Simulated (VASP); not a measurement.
A run of VASP 6.6.1:

Contents of INCAR:

```
ALGO = Fast ; DIPOL = 0.5 0.5 0.289
EDIFF = 1E-6 ; ENCUT = 520
GGA = PE ; IDIPOL = 3
ISIF = 2 ; ISMEAR = 0
ISPIN = 2 ; LASPH = True
LCHARG = True ; LDIPOL = True
LELF = True ; LORBIT = 11
LREAL = False ; LVACPOTAV = True
LVHAR = True ; LWAVE = False
MAGMOM = 0 0 0 0 0 0 0 0 0 0 0 0 1 0 ; NBANDS = 38
NELM = 150 ; PREC = Accurate
SIGMA = 0.1
```

File KPOINTS:

```
k-points
0
Gamma
  5 5 1
```

Contents of POSCAR:

```
Al12HO
1.0
    5.7143028096      0.0000000000      0.0000000000
    0.0000000000      5.7143028096      0.0000000000
    0.0000000000      0.0000000000     22.1750227687
Al O H
12 1 1
Direct
    0.2500000000      0.2500000000      0.1803831293
    0.2500000000      0.7500000000      0.1803831293
    0.7500000000      0.2500000000      0.1803831293
    0.7500000000      0.7500000000      0.1803831293
    0.0000000000      0.0000000000      0.2744094920
    0.0000000000      0.5000000000      0.2744094920
    0.5000000000      0.0000000000      0.2744094920
    0.5000000000      0.5000000000      0.2744094920
    0.2500000000      0.2500000000      0.3686590473
    0.2500000000      0.7500000000      0.3686590473
    0.7500000000      0.2500000000      0.3686590473
    0.7500000000      0.7500000000      0.3686590473
    0.5000000000      0.5000000000      0.3659533004
    0.6071648556      0.6071648556      0.3885011916
```

Potentials or basis: VASP PAW PBE potentials, release 64 (Al, O, H).

The run is started by

```console
$ cat potpaw_PBE.64/Al/POTCAR potpaw_PBE.64/O/POTCAR potpaw_PBE.64/H/POTCAR > POTCAR
$ mpirun -np 1 vasp_std > vasp.out
```

Hardware: 1 thread of Oxide Virtual Turin-like Processor, on a shared host.

Task: How long does it take, and how much memory?

Result: Run time: 29 min on 1 thread of Oxide Virtual Turin-like Processor, on a shared host, peak memory 1 GiB. Counts: scf iterations 31, k points 9.
